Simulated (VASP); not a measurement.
# Ti (Im-3m) in VASP: a series of runs, part 2 of 2

VASP 6.6.1. The steps go on from the part before.

### 4 Single point, LDA

This run uses another cell than the first one, of 15.91 Å³/atom, 0.926 times its volume.

INCAR reads:

```
SYSTEM = Ti
PREC     = Accurate       ! precision mode
ENCUT    = 520            ! plane-wave cutoff, eV
EDIFF    = 1E-6           ! SCF threshold, eV
ISMEAR   = -1             ! smearing method
SIGMA    = 0.1            ! smearing width, eV
LREAL    = .False.        ! projectors in reciprocal space
LASPH    = .True.         ! aspherical terms in the spheres
NELM     = 100            ! most SCF steps
ALGO     = Normal         ! electronic algorithm
ISIF     = 2              ! what is computed and relaxed
LWAVE    = .False.        ! write WAVECAR
LCHARG   = .True.         ! write CHGCAR
LELF     = .True.         ! ELF
LVHAR    = .True.       
NBANDS   = 12             ! bands
```

KPOINTS reads:

```
regular mesh
0
Gamma
  23 23 23
  0 0 0
```

POSCAR reads:

```
Ti
1.0
   -1.5843908646      1.5843908646      1.5843908646
    1.5843908646     -1.5843908646      1.5843908646
    1.5843908646      1.5843908646     -1.5843908646
Ti
1
Direct
    0.0000000000      0.0000000000      0.0000000000
```

Potentials or basis: VASP PAW LDA potentials, release 64 (Ti_sv).

Command:

```bash
$ cat potpaw_LDA.64/Ti_sv/POTCAR > POTCAR
$ mpirun -np 1 vasp_std > vasp.out
```

OUTCAR:

```text
SYSTEM = Ti
   PREC = Accurate
   ENCUT = 520
   EDIFF = 1E-6
   ISMEAR = -1
   LREAL = .False.
   LASPH = .True.
   NELM = 100
   ISIF = 2

 ion  position               nearest neighbor table
   1  0.000  0.000  0.000-

  LATTYP: Found a body centered cubic cell.
 ALAT       =     3.1687817292

  Lattice vectors:

 A1 = (  -1.5843908646,   1.5843908646,   1.5843908646)
 A2 = (   1.5843908646,  -1.5843908646,   1.5843908646)
 A3 = (   1.5843908646,   1.5843908646,  -1.5843908646)

Analysis of symmetry for initial positions (statically):
=====================================================================
 Subroutine PRICEL returns:
 Original cell was already a primitive cell.

 Routine SETGRP: Setting up the symmetry group for a
 body centered cubic supercell.

 Subroutine GETGRP returns: Found 48 space group operations
 (whereof 48 operations were pure point group operations)
 out of a pool of 48 trial point group operations.

The static configuration has the point symmetry O_h .

Analysis of symmetry for dynamics (positions and initial velocities):
=====================================================================
 Subroutine PRICEL returns:
 Original cell was already a primitive cell.

 Routine SETGRP: Setting up the symmetry group for a
 body centered cubic supercell.

 Subroutine GETGRP returns: Found 48 space group operations
 (whereof 48 operations were pure point group operations)
 out of a pool of 48 trial point group operations.

The dynamic configuration has the point symmetry O_h .

 Subroutine INISYM returns: Found 48 space group operations
 (whereof 48 operations are pure point group operations),
 and found     1 'primitive' translations

----------------------------------------------------------------------------------------

                                     Primitive cell

  volume of cell :      15.9092

  direct lattice vectors                    reciprocal lattice vectors
    -1.584390865  1.584390865  1.584390865     0.000000000  0.315578694  0.315578694
     1.584390865 -1.584390865  1.584390865     0.315578694  0.000000000  0.315578694
     1.584390865  1.584390865 -1.584390865     0.315578694  0.315578694  0.000000000

  length of vectors
     2.744245477  2.744245477  2.744245477     0.446295669  0.446295669  0.446295669

  position of ions in fractional coordinates (direct lattice)
     0.000000000  0.000000000  0.000000000

  ion indices of the primitive-cell ions
   primitive index   ion index
                 1           1

----------------------------------------------------------------------------------------

 KPOINTS: regular mesh

Automatic generation of k-mesh.
 Grid dimensions read from file:
 generate k-points for:   23   23   23

 Generating k-lattice:

  Cartesian coordinates                     Fractional coordinates (reciprocal lattice)
     0.000000000  0.013720813  0.013720813     0.043478261  0.000000000  0.000000000
     0.013720813  0.000000000  0.013720813     0.000000000  0.043478261  0.000000000
     0.013720813  0.013720813  0.000000000     0.000000000  0.000000000  0.043478261

  Length of vectors
     0.019404160  0.019404160  0.019404160

  Shift w.r.t. Gamma in fractional coordinates (k-lattice)
     0.000000000  0.000000000  0.000000000

 Subroutine IBZKPT returns following result:
 ===========================================

 Found    364 irreducible k-points:

 Following reciprocal coordinates:
            Coordinates               Weight
  0.000000  0.000000  0.000000      1.000000
  0.043478  0.000000  0.000000     12.000000
  0.086957  0.000000  0.000000     12.000000
  0.130435  0.000000  0.000000     12.000000
  0.173913  0.000000  0.000000     12.000000
  0.217391  0.000000  0.000000     12.000000
[... 16 lines left out ...]
  0.478261  0.043478  0.000000     24.000000
  0.086957  0.086957  0.000000     24.000000
 [... further k-points ...]
   k-points           NKPTS =    364   k-points in BZ     NKDIM =    364   number of bands    NBANDS=     12
   number of dos      NEDOS =    301   number of ions     NIONS =      1
   total plane-waves  NPLWV =   8000
   dimension x,y,z NGX =    20 NGY =   20 NGZ =   20
   dimension x,y,z NGXF=    40 NGYF=   40 NGZF=   40
   ions per type =               1
   NGX,Y,Z   is equivalent  to a cutoff of  12.12, 12.12, 12.12 a.u.
   NGXF,Y,Z  is equivalent  to a cutoff of  24.23, 24.23, 24.23 a.u.
 SYSTEM =  Ti
   PREC   = accura    normal or accurate (medium, high low for compatibility)
   ISTART =      0    job   : 0-new  1-cont  2-samecut
   ICHARG =      2    charge: 1-file 2-atom 10-const
   ISPIN  =      1    spin polarized calculation?
   LNONCOLLINEAR =      F non collinear calculations
   LSORBIT =      F    spin-orbit coupling
   LASPH  =      T    aspherical Exc in radial PAW
   ENCUT  =  520.0 eV  38.22 Ry    6.18 a.u.   5.10  5.10  5.10*2*pi/ulx,y,z
   NELM   =    100;   NELMIN=  2; NELMDL= -5     # of ELM steps
   EDIFF  = 0.1E-05   stopping-criterion for ELM
   LREAL  =      F    real-space projection
[... 7 lines left out ...]
   TEBEG  =    0.0;   TEEND  =   0.0 temperature during run
   PSTRESS=    0.0 pullay stress
   NELECT =      12.0000    total number of electrons
   NUPDOWN=      -1.0000    fix difference up-down
   EMIN   =  10.00;   EMAX   =-10.00  energy-range for DOS
   EFERMI =   0.00;   METHOD = LEGACY
   ISMEAR =    -1;   SIGMA  =   0.10  broadening in eV -4-tet -1-fermi 0-gaus
   EFERMI_NEDOS =   21; number of points for ismear=-14 and -15
   IALGO  =     38    algorithm
   IMIX   =      4    mixing-type and parameters
     AMIX     =   0.40;   BMIX     =  1.00
     AMIX_MAG =   1.60;   BMIX_MAG =  1.00
  volume/ion in A,a.u.               =      15.91       107.36
  Fermi-wavevector in a.u.,A,eV,Ry     =   1.490229  2.816124 30.215567  2.220782
  Thomas-Fermi vector in A             =   2.603037
   LORBIT       =      0    0 simple, 1 ext, 2 COOP (PROOUT), +10 PAW based schemes
   GGA     = CA    functional components
   LHFCALC =     F    Hartree Fock is set to
   AEXX    =    0.0000 exact exchange contribution
   IVDW    =     0    specifies the selected vdW correction
   LEPSILON=     F    determine dielectric tensor
   LRPA    =     F    only Hartree local field effects (RPA)
 non-spin polarized calculation
  energy-cutoff  :      520.00
  volume of cell :       15.91
 maximum number of plane-waves:       442
   NGX = 11   NGY = 11   NGZ = 11

 number of electron      11.9999999 magnetization

 Free energy of the ion-electron system (eV)
  ---------------------------------------------------
  ext. energy  EPLUGINS =         0.00000000
  ---------------------------------------------------
  free energy    TOTEN  =        -8.49486158 eV

  energy without entropy =       -8.42718662  energy(sigma->0) =       -8.46102410

 E-fermi :   8.7850     XC(G=0): -12.2055

 val. band max:        8.7788563341   @ k =  -0.3478   0.3478   0.1304
 cond. band min:       8.7902897428   @ k =   0.2609   0.2174  -0.0000
 fundamental gap:      0.0114334087
 Fermi energy:         8.7850369238

 k-point     1 :       0.0000    0.0000    0.0000
  band No.  band energies     occupation
      1     -46.8857      2.00000
      2     -22.9880      2.00000
      3     -22.9880      2.00000
      4     -22.9880      2.00000
      5       2.7456      2.00000
      6       9.8111      0.00007
      7       9.8111      0.00007
      8       9.8111      0.00007
      9      11.7880      0.00000
     10      11.7880      0.00000
     11      26.9093      0.00000
     12      26.9093      0.00000

 k-point     2 :       0.0435    0.0000    0.0000
  band No.  band energies     occupation
      1     -46.8821      2.00000
      2     -23.0059      2.00000
      3     -22.9933      2.00000
      4     -22.9881      2.00000
      5       2.8166      2.00000
      6       9.7771      0.00010
      7       9.8029      0.00008
      8       9.8646      0.00004
      9      11.7461      0.00000
     10      11.7898      0.00000
     11      26.8398      0.00000
     12      26.9146      0.00000
[... 316 lines left out ...]
 k-point    24 :       0.0870    0.0870    0.0000
  band No.  band energies     occupation
      1     -46.8452      2.00000
      2     -23.1866      2.00000
      3     -23.0327      2.00000
      4     -23.0053      2.00000
      5       3.5592      2.00000
      6       9.4974      0.00161
      7       9.5656      0.00081
      8      10.4636      0.00000
      9      11.4207      0.00000
     10      11.8567      0.00000
     11      25.9616      0.00000
     12      26.6587      0.00000

 [... further k-points ...]
[... 5 lines left out ...]
  --------------------------------------------------------------------------------------
  -------------------------------------------------------------------------------------
  Total       -0.0131575     -0.0131575     -0.0131575      0.0000000     -0.0000000      0.0000000
  in kB       -1.3250655     -1.3250655     -1.3250655      0.0000000     -0.0000000      0.0000000
  external PRESSURE =      -1.3250655 kB  Pullay stress =       0.0000000 kB

 VOLUME and BASIS-vectors are now :
 -----------------------------------------------------------------------------
  energy-cutoff  :      520.00
  volume of cell :       15.91
      direct lattice vectors                 reciprocal lattice vectors
    -1.584390865  1.584390865  1.584390865     0.000000000  0.315578694  0.315578694
     1.584390865 -1.584390865  1.584390865     0.315578694  0.000000000  0.315578694
     1.584390865  1.584390865 -1.584390865     0.315578694  0.315578694  0.000000000

 POSITION                                       TOTAL-FORCE (eV/Angst)
 -----------------------------------------------------------------------------------
      0.00000      0.00000      0.00000         0.000000      0.000000     -0.000000
 -----------------------------------------------------------------------------------
    total drift:                                0.000000      0.000000      0.000000

  FREE ENERGIE OF THE ION-ELECTRON SYSTEM (eV)
  ---------------------------------------------------
  free  energy   TOTEN  =        -8.4948615785 eV

  energy  without entropy=       -8.4271866213  energy(sigma->0) =       -8.46102410
```

Wall time 19 s (1 thread of Intel Xeon 6975P-C (Granite Rapids), shared host); peak memory 0.17 GiB.

What came out:

| Item | Value |
| --- | --- |
| Free energy | -8.4949 eV |
| Pressure | -0.1 GPa |
| Band gap on the k mesh | zero (band 6 reaches 9.82 eV, above the bottom of band 7 at 8.14 eV) |

Levels at points of the mesh, in eV from the Fermi level:
```csv
k point,band 2,band 3,band 4,band 5,band 6,band 7,band 8,band 9,band 10,band 11
"(0.00, 0.00, 0.00)",-31.77,-31.77,-31.77,-6.04,1.03,1.03,1.03,3.00,3.00,18.12
```

### 5 The runs side by side

| cell | k mesh | gap on the mesh (eV) | pressure (GPa) |
| --- | --- | --- | --- |
| a = 2.816 Å, angles 109.5°, 1 atom | 16 × 16 × 16 | none | -8.1 |
| a = 2.850 Å, angles 109.5°, 1 atom | 16 × 16 × 16 | none | -11.1 |
| a = 2.744 Å, angles 109.5°, 1 atom | 23 × 23 × 23 | none | -0.1 |

Alike in all rows: task single point; level LDA; potentials or basis VASP PAW LDA potentials, release 64 (Ti_sv); no spin polarisation; cutoff (eV) 520; smearing fermi-dirac 0.1 eV.

Absolute energies hang on the potentials; compare differences alone.
